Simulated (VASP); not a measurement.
# LiBi (Pm-3m) in VASP: a series of runs

The runs below take LiBi through relaxation of cell and atoms, with LDA.

Everything below comes from runs of VASP 6.6.1. Logs are shortened: lines on timing, memory, paths and dates and some standing lists are left out, and cuts for length are marked.

## Step 1: The cell of the first run

Symmetry: Pm-3m, No. 221, cubic system. The conventional cell has a = 3.525 Å, b = 3.525 Å, c = 3.525 Å, α = 90.00°, β = 90.00°, γ = 90.00°. Li (site symmetry m-3m) has 8 Bi at 3.05 Å and 6 Li at 3.53 Å within 4.0 Å. Within 4.0 Å of Bi (site symmetry m-3m) lie 8 Li at 3.05 Å and 6 Bi at 3.53 Å.

## Step 2: Relaxation of cell and atoms, LDA

Input file INCAR:

```
SYSTEM = LiBi
  PREC = Accurate
  ENCUT = 600
  EDIFF = 1E-6
  ISMEAR = 0
  SIGMA = 0.05
  LREAL = .FALSE.
  LASPH = .TRUE.
  NELM = 80
  ALGO = Normal
  ISIF = 3
  LWAVE = .FALSE.
  LCHARG = .FALSE.
  IBRION = 2
  NSW = 80
  EDIFFG = -0.02
```

Input file KPOINTS:

```
Automatic mesh
0
G
  7 7 7
  0 0 0
```

Input file POSCAR:

```
LiBi
1.0
    3.5251896997      0.0000000000      0.0000000000
    0.0000000000      3.5251896997      0.0000000000
    0.0000000000      0.0000000000      3.5251896997
Li Bi
1 1
Direct
    0.0000000000      0.0000000000      0.0000000000
    0.5000000000      0.5000000000      0.5000000000
```

Potentials or basis: VASP PAW LDA potentials, release 64 (Li_sv, Bi_d).

The run is started by

```sh
$ cat potpaw_LDA.64/Li_sv/POTCAR potpaw_LDA.64/Bi_d/POTCAR > POTCAR
$ mpirun -np 1 vasp_std > vasp.out
```

OUTCAR:

```text
SYSTEM = LiBi
   PREC = Accurate
   ENCUT = 600
   EDIFF = 1E-6
   ISMEAR = 0
   LREAL = .FALSE.
   LASPH = .TRUE.
   NELM = 80
   ISIF = 3
   IBRION = 2
   NSW = 80
   EDIFFG = -0.02

 ion  position               nearest neighbor table
   1  0.000  0.000  0.000-   2 3.05   2 3.05   2 3.05   2 3.05   2 3.05   2 3.05   2 3.05   2 3.05

   2  0.500  0.500  0.500-   1 3.05   1 3.05   1 3.05   1 3.05   1 3.05   1 3.05   1 3.05   1 3.05

  LATTYP: Found a simple cubic cell.
 ALAT       =     3.5251896997

  Lattice vectors:

 A1 = (   3.5251896997,   0.0000000000,   0.0000000000)
 A2 = (   0.0000000000,   3.5251896997,   0.0000000000)
 A3 = (   0.0000000000,   0.0000000000,   3.5251896997)

Analysis of symmetry for initial positions (statically):
=====================================================================
 Subroutine PRICEL returns:
 Original cell was already a primitive cell.

 Routine SETGRP: Setting up the symmetry group for a
 simple cubic supercell.

 Subroutine GETGRP returns: Found 48 space group operations
 (whereof 48 operations were pure point group operations)
 out of a pool of 48 trial point group operations.

The static configuration has the point symmetry O_h .

Analysis of symmetry for dynamics (positions and initial velocities):
=====================================================================
 Subroutine PRICEL returns:
 Original cell was already a primitive cell.

 Routine SETGRP: Setting up the symmetry group for a
 simple cubic supercell.

 Subroutine GETGRP returns: Found 48 space group operations
 (whereof 48 operations were pure point group operations)
 out of a pool of 48 trial point group operations.

The dynamic configuration has the point symmetry O_h .

 Subroutine INISYM returns: Found 48 space group operations
 (whereof 48 operations are pure point group operations),
 and found     1 'primitive' translations

----------------------------------------------------------------------------------------

                                     Primitive cell

  volume of cell :      43.8074

  direct lattice vectors                    reciprocal lattice vectors
     3.525189700  0.000000000  0.000000000     0.283672677  0.000000000  0.000000000
     0.000000000  3.525189700  0.000000000     0.000000000  0.283672677  0.000000000
     0.000000000  0.000000000  3.525189700     0.000000000  0.000000000  0.283672677

  length of vectors
     3.525189700  3.525189700  3.525189700     0.283672677  0.283672677  0.283672677

  position of ions in fractional coordinates (direct lattice)
     0.000000000  0.000000000  0.000000000
     0.500000000  0.500000000  0.500000000

  ion indices of the primitive-cell ions
   primitive index   ion index
                 1           1
                 2           2

----------------------------------------------------------------------------------------

 KPOINTS: Automatic mesh

Automatic generation of k-mesh.
 Grid dimensions read from file:
 generate k-points for:    7    7    7

 Generating k-lattice:

  Cartesian coordinates                     Fractional coordinates (reciprocal lattice)
     0.040524668  0.000000000  0.000000000     0.142857143  0.000000000  0.000000000
     0.000000000  0.040524668  0.000000000     0.000000000  0.142857143  0.000000000
     0.000000000  0.000000000  0.040524668     0.000000000  0.000000000  0.142857143

  Length of vectors
     0.040524668  0.040524668  0.040524668

  Shift w.r.t. Gamma in fractional coordinates (k-lattice)
     0.000000000  0.000000000  0.000000000

 Subroutine IBZKPT returns following result:
 ===========================================

 Found     20 irreducible k-points:

 Following reciprocal coordinates:
            Coordinates               Weight
  0.000000  0.000000  0.000000      1.000000
  0.142857  0.000000  0.000000      6.000000
  0.285714  0.000000  0.000000      6.000000
  0.428571  0.000000  0.000000      6.000000
  0.142857  0.142857  0.000000     12.000000
  0.285714  0.142857  0.000000     24.000000
[... 12 lines left out ...]
  0.428571  0.428571  0.285714     24.000000
  0.428571  0.428571  0.428571      8.000000
   k-points           NKPTS =     20   k-points in BZ     NKDIM =     20   number of bands    NBANDS=     13
   number of dos      NEDOS =    301   number of ions     NIONS =      2
   total plane-waves  NPLWV =  21952
   dimension x,y,z NGX =    28 NGY =   28 NGZ =   28
   dimension x,y,z NGXF=    56 NGYF=   56 NGZF=   56
   ions per type =               1   1
   NGX,Y,Z   is equivalent  to a cutoff of  13.20, 13.20, 13.20 a.u.
   NGXF,Y,Z  is equivalent  to a cutoff of  26.41, 26.41, 26.41 a.u.
 SYSTEM =  LiBi
   PREC   = accura    normal or accurate (medium, high low for compatibility)
   ISTART =      0    job   : 0-new  1-cont  2-samecut
   ICHARG =      2    charge: 1-file 2-atom 10-const
   ISPIN  =      1    spin polarized calculation?
   LNONCOLLINEAR =      F non collinear calculations
   LSORBIT =      F    spin-orbit coupling
   LASPH  =      T    aspherical Exc in radial PAW
   ENCUT  =  600.0 eV  44.10 Ry    6.64 a.u.   7.04  7.04  7.04*2*pi/ulx,y,z
   NELM   =     80;   NELMIN=  2; NELMDL= -5     # of ELM steps
   EDIFF  = 0.1E-05   stopping-criterion for ELM
   LREAL  =      F    real-space projection
   EDIFFG = -.2E-01   stopping-criterion for IOM
   NSW    =     80    number of steps for IOM
   IBRION =      2    ionic relax: 0-MD 1-quasi-New 2-CG
   NFREE  =      1    steps in history (QN), initial steepest desc. (CG)
   ISIF   =      3    stress and relaxation
   ISYM   =      2    0-nonsym 1-usesym 2-fastsym
   POTIM  = 0.5000    time-step for ionic-motion
   TEBEG  =    0.0;   TEEND  =   0.0 temperature during run
   PSTRESS=    0.0 pullay stress
   NELECT =      18.0000    total number of electrons
   NUPDOWN=      -1.0000    fix difference up-down
   EMIN   =  10.00;   EMAX   =-10.00  energy-range for DOS
   EFERMI =   0.00;   METHOD = LEGACY
   ISMEAR =     0;   SIGMA  =   0.05  broadening in eV -4-tet -1-fermi 0-gaus
   EFERMI_NEDOS =   21; number of points for ismear=-14 and -15
   IALGO  =     38    algorithm
   IMIX   =      4    mixing-type and parameters
     AMIX     =   0.40;   BMIX     =  1.00
     AMIX_MAG =   1.60;   BMIX_MAG =  1.00
  volume/ion in A,a.u.               =      21.90       147.81
  Fermi-wavevector in a.u.,A,eV,Ry     =   1.217073  2.299934 20.153846  1.481266
  Thomas-Fermi vector in A             =   2.352405
   LORBIT       =      0    0 simple, 1 ext, 2 COOP (PROOUT), +10 PAW based schemes
   GGA     = CA    functional components
   LHFCALC =     F    Hartree Fock is set to
   AEXX    =    0.0000 exact exchange contribution
   IVDW    =     0    specifies the selected vdW correction
   LEPSILON=     F    determine dielectric tensor
   LRPA    =     F    only Hartree local field effects (RPA)
 conjugate gradient relaxation of ions
 non-spin polarized calculation
 Gauss-broadening in eV      SIGMA  =   0.05
  energy-cutoff  :      600.00
  volume of cell :       43.81
 maximum number of plane-waves:      1474
   NGX = 15   NGY = 15   NGZ = 15

 number of electron      18.0000021 magnetization

 Free energy of the ion-electron system (eV)
  ---------------------------------------------------
  ext. energy  EPLUGINS =         0.00000000
  ---------------------------------------------------
  free energy    TOTEN  =        -7.41137494 eV

  energy without entropy =       -7.41012824  energy(sigma->0) =       -7.41075159

 E-fermi :   6.2426     XC(G=0):  -9.8645

 val. band max:        6.2083007822   @ k =   0.2857   0.1429   0.1429
 cond. band min:       6.5001353238   @ k =   0.2857   0.1429   0.1429
 fundamental gap:      0.2918345416
 Fermi energy:         6.2426279278

 k-point     1 :       0.0000    0.0000    0.0000
  band No.  band energies     occupation
      1     -39.5816      2.00000
      2     -16.4651      2.00000
      3     -16.4651      2.00000
      4     -16.3300      2.00000
      5     -16.3300      2.00000
      6     -16.3300      2.00000
      7      -6.3055      2.00000
      8       7.1483      0.00000
      9       7.1483      0.00000
     10       7.1483      0.00000
     11      10.3297      0.00000
     12      11.8082      0.00000
     13      11.8082      0.00000

 k-point     2 :       0.1429    0.0000    0.0000
  band No.  band energies     occupation
      1     -39.5814      2.00000
      2     -16.4639      2.00000
      3     -16.4398      2.00000
      4     -16.3378      2.00000
      5     -16.3378      2.00000
      6     -16.3294      2.00000
      7      -6.1292      2.00000
      8       5.3796      2.00000
      9       7.3952      0.00000
     10       7.3952      0.00000
     11      10.6841      0.00000
     12      12.0036      0.00000
     13      13.7134      0.00000

 k-point     3 :       0.2857    0.0000    0.0000
  band No.  band energies     occupation
      1     -39.5808      2.00000
      2     -16.4612      2.00000
      3     -16.3831      2.00000
      4     -16.3552      2.00000
      5     -16.3552      2.00000
      6     -16.3279      2.00000
      7      -5.6621      2.00000
      8       3.0198      2.00000
      9       8.0724      0.00000
     10       8.0724      0.00000
     11      10.8465      0.00000
     12      12.5933      0.00000
     13      14.7438      0.00000
[... 241 lines left out ...]
 k-point    19 :       0.4286    0.4286    0.2857
  band No.  band energies     occupation
      1     -39.5783      2.00000
      2     -16.4131      2.00000
      3     -16.3951      2.00000
      4     -16.3951      2.00000
      5     -16.3086      2.00000
      6     -16.2604      2.00000
      7      -3.2959      2.00000
      8       3.3979      2.00000
      9       3.4253      2.00000
     10       5.8197      2.00000
     11       8.3858      0.00000
     12      10.1693      0.00000
     13      10.4051      0.00000

 k-point    20 :       0.4286    0.4286    0.4286
  band No.  band energies     occupation
      1     -39.5779      2.00000
      2     -16.4119      2.00000
      3     -16.4119      2.00000
      4     -16.4118      2.00000
      5     -16.2595      2.00000
      6     -16.2595      2.00000
      7      -2.7937      2.00000
      8       4.0490      2.00000
      9       4.2161      2.00000
     10       4.2161      2.00000
     11       8.4821      0.00000
     12       8.4821      0.00000
     13       8.8753      0.00000

------------------------ aborting loop because EDIFF is reached ----------------------------------------

  FORCE on cell =-STRESS in cart. coord.  units (eV):
  Direction    XX          YY          ZZ          XY          YZ          ZX
  --------------------------------------------------------------------------------------
  -------------------------------------------------------------------------------------
  Total        0.0054160      0.0054160      0.0054160      0.0000000      0.0000000      0.0000000
  in kB        0.1980796      0.1980796      0.1980796      0.0000000      0.0000000      0.0000000
  external PRESSURE =       0.1980796 kB  Pullay stress =       0.0000000 kB

 VOLUME and BASIS-vectors are now :
 -----------------------------------------------------------------------------
  energy-cutoff  :      600.00
  volume of cell :       43.81
      direct lattice vectors                 reciprocal lattice vectors
     3.525189700  0.000000000  0.000000000     0.283672677  0.000000000  0.000000000
     0.000000000  3.525189700  0.000000000     0.000000000  0.283672677  0.000000000
     0.000000000  0.000000000  3.525189700     0.000000000  0.000000000  0.283672677

 POSITION                                       TOTAL-FORCE (eV/Angst)
 -----------------------------------------------------------------------------------
      0.00000      0.00000      0.00000         0.000000      0.000000      0.000000
      1.76259      1.76259      1.76259         0.000000      0.000000      0.000000
 -----------------------------------------------------------------------------------
    total drift:                                0.000000      0.000000      0.000000

  FREE ENERGIE OF THE ION-ELECTRON SYSTEM (eV)
  ---------------------------------------------------
  free  energy   TOTEN  =        -7.4113749380 eV

  energy  without entropy=       -7.4101282437  energy(sigma->0) =       -7.41075159

 reached required accuracy - stopping structural energy minimisation
```

It took 7.5 s on 1 thread of Intel Xeon Platinum 8259CL at 2.50GHz (Skylake/Cascade Lake), shared host; peak memory 0.14 GiB.

What came out:

```
Free energy             : -7.4114 eV
Pressure after relaxing : 0.0 GPa
Band gap on the k mesh  : zero (bands 9 and 10 overlap by 4.65 eV)
```

Final structure:
```xyz
2
Lattice="3.5252 0.0000 0.0000 0.0000 3.5252 0.0000 0.0000 0.0000 3.5252" Properties=species:S:1:pos:R:3 pbc="T T T"
Li    0.0000    0.0000    0.0000
Bi    1.7626    1.7626    1.7626
```

Caveat: the cutoff is under 1.25 times the usual one of these potentials, so pressure, stress and relaxed cells hold a basis-set (Pulay) error; the relaxation stopped at its first step, so nothing moved; spin-orbit coupling is left out, which moves the levels of the heavy elements.

## Step 3: Relaxation of cell and atoms, LDA

This run uses another cell than the first one, of 22.18 Å³/atom.

Input file INCAR:

```
PREC = Accurate
ENCUT = 600
EDIFF = 1E-7
ISMEAR = 0
SIGMA = 0.05
LREAL = F
LASPH = T
NELM = 100
ALGO = Normal
ISIF = 3
LWAVE = F
LCHARG = F
GGA = CA
IBRION = 2
NSW = 80
EDIFFG = -0.02
```

Input file KPOINTS:

```
Automatic mesh
0
Gamma
  7 7 7
```

Input file POSCAR:

```
LiBi
1.0
    3.5400000000      0.0000000000      0.0000000000
    0.0000000000      3.5400000000      0.0000000000
    0.0000000000      0.0000000000      3.5400000000
Li Bi
1 1
Direct
    0.0000000000      0.0000000000      0.0000000000
    0.5000000000      0.5000000000      0.5000000000
```

Potentials or basis: VASP PAW LDA potentials, release 64 (Li_sv, Bi_d).

The run is started by

```sh
$ cat potpaw_LDA.64/Li_sv/POTCAR potpaw_LDA.64/Bi_d/POTCAR > POTCAR
$ mpirun -np 1 vasp_std > vasp.out
```

OUTCAR:

```text
PREC = Accurate
   ENCUT = 600
   EDIFF = 1E-7
   ISMEAR = 0
   LREAL = F
   LASPH = T
   NELM = 100
   ISIF = 3
   GGA = CA
   IBRION = 2
   NSW = 80
   EDIFFG = -0.02

 ion  position               nearest neighbor table
   1  0.000  0.000  0.000-   2 3.07   2 3.07   2 3.07   2 3.07   2 3.07   2 3.07   2 3.07   2 3.07

   2  0.500  0.500  0.500-   1 3.07   1 3.07   1 3.07   1 3.07   1 3.07   1 3.07   1 3.07   1 3.07

  LATTYP: Found a simple cubic cell.
 ALAT       =     3.5400000000

  Lattice vectors:
[... 549 lines left out ...]

  FORCE on cell =-STRESS in cart. coord.  units (eV):
  Direction    XX          YY          ZZ          XY          YZ          ZX
  --------------------------------------------------------------------------------------
  -------------------------------------------------------------------------------------
  Total       -0.0187770     -0.0187770     -0.0187770      0.0000000      0.0000000      0.0000000
  in kB       -0.6853863     -0.6853863     -0.6853863      0.0000000      0.0000000      0.0000000
  external PRESSURE =      -0.6853863 kB  Pullay stress =       0.0000000 kB

 VOLUME and BASIS-vectors are now :
 -----------------------------------------------------------------------------
  energy-cutoff  :      600.00
  volume of cell :       43.89
      direct lattice vectors                 reciprocal lattice vectors
     3.527500360  0.000000000 -0.000000000     0.283486860 -0.000000000 -0.000000000
     0.000000000  3.527500360  0.000000000    -0.000000000  0.283486860 -0.000000000
     0.000000000  0.000000000  3.527500360     0.000000000 -0.000000000  0.283486860

 POSITION                                       TOTAL-FORCE (eV/Angst)
 -----------------------------------------------------------------------------------
      0.00000      0.00000      0.00000        -0.000000     -0.000000      0.000000
      1.76375      1.76375      1.76375         0.000000      0.000000      0.000000
 -----------------------------------------------------------------------------------
    total drift:                                0.000000      0.000000      0.000000

  FREE ENERGIE OF THE ION-ELECTRON SYSTEM (eV)
  ---------------------------------------------------
  free  energy   TOTEN  =        -7.4116541031 eV

  energy  without entropy=       -7.4104062199  energy(sigma->0) =       -7.41103016

 reached required accuracy - stopping structural energy minimisation
```

OSZICAR:

```text
N       E                     dE             d eps       ncg     rms          rms(c)
DAV:   1     0.136975479248E+03    0.13698E+03   -0.99922E+03   520   0.171E+03
DAV:   2     0.172205728395E+01   -0.13525E+03   -0.13260E+03   545   0.391E+02
DAV:   3    -0.699353019873E+01   -0.87156E+01   -0.84562E+01   645   0.101E+02
[... 14 lines left out ...]
DAV:   4    -0.741164787310E+01    0.88154E-05   -0.37607E-04   620   0.213E-01    0.225E-02
DAV:   5    -0.741165749308E+01   -0.96200E-05   -0.85457E-05   794   0.125E-01    0.134E-02
DAV:   6    -0.741165431837E+01    0.31747E-05   -0.14398E-05   731   0.597E-02    0.202E-03
DAV:   7    -0.741165410709E+01    0.21128E-06   -0.78453E-07   635   0.990E-03    0.446E-04
DAV:   8    -0.741165410312E+01    0.39681E-08   -0.36885E-08   350   0.174E-03
   2 F= -.74116541E+01 E0= -.74110302E+01  d E =-.875584E-03
```

CONTCAR:

```text
LiBi
   1.00000000000000
     3.5275003596844381    0.0000000000000000   -0.0000000000000000
     0.0000000000000000    3.5275003596844381    0.0000000000000000
     0.0000000000000000    0.0000000000000000    3.5275003596844381
  Li              Bi
     1     1
Direct
     0.0000000000000000    0.0000000000000000    0.0000000000000000
     0.5000000000000000    0.5000000000000000    0.5000000000000000

  0.00000000E+00  0.00000000E+00  0.00000000E+00
  0.00000000E+00  0.00000000E+00  0.00000000E+00
```

Run time: 13 s. Hardware: 1 thread of Intel Xeon Platinum 8259CL at 2.50GHz (Skylake/Cascade Lake), shared host; peak memory 0.15 GiB.

What came out:

| Item | Value |
| --- | --- |
| Free energy | -7.4117 eV |
| Relaxed volume | 21.95 Å³/atom |
| Relaxed cell | a = 3.528 Å, b = 3.528 Å, c = 3.528 Å, α = 90.00°, β = 90.00°, γ = 90.00° |
| Space group after relaxing (to 0.1 Å) | Pm-3m (No. 221) |
| Energy gained by relaxing | 0.4 meV/atom |
| Ionic steps | 2 |
| Pressure after relaxing | -0.1 GPa |
| Band gap on the k mesh | zero (bands 9 and 10 overlap by 4.64 eV) |

Step by step:
| step | energy change (eV) | largest force (eV/Å) | pressure (GPa) | volume (Å³) |
| --- | --- | --- | --- | --- |
| 1 | 0.0000 | 0.0000 | -0.53 | 44.36 |
| 2 | -0.0009 | 0.0000 | -0.07 | 43.89 |

Final structure:
```yaml
crystal:
  lattice:
    - [3.52750, 0.00000, 0.00000]
    - [0.00000, 3.52750, 0.00000]
    - [0.00000, 0.00000, 3.52750]
  atoms:
    - { symbol: Li, position: [0.00000, 0.00000, 0.00000] }
    - { symbol: Bi, position: [0.50000, 0.50000, 0.50000] }
```

Levels at points of the mesh, in eV from the Fermi level:
```tsv
k point	band 6	band 7	band 8	band 9	band 10	band 11	band 12	band 13
(0.00, 0.00, 0.00)	-22.57	-12.54	0.91	0.91	0.91	4.07	5.56	5.56
```

Caveat: the cutoff is under 1.25 times the usual one of these potentials, so pressure, stress and relaxed cells hold a basis-set (Pulay) error; spin-orbit coupling is left out, which moves the levels of the heavy elements.
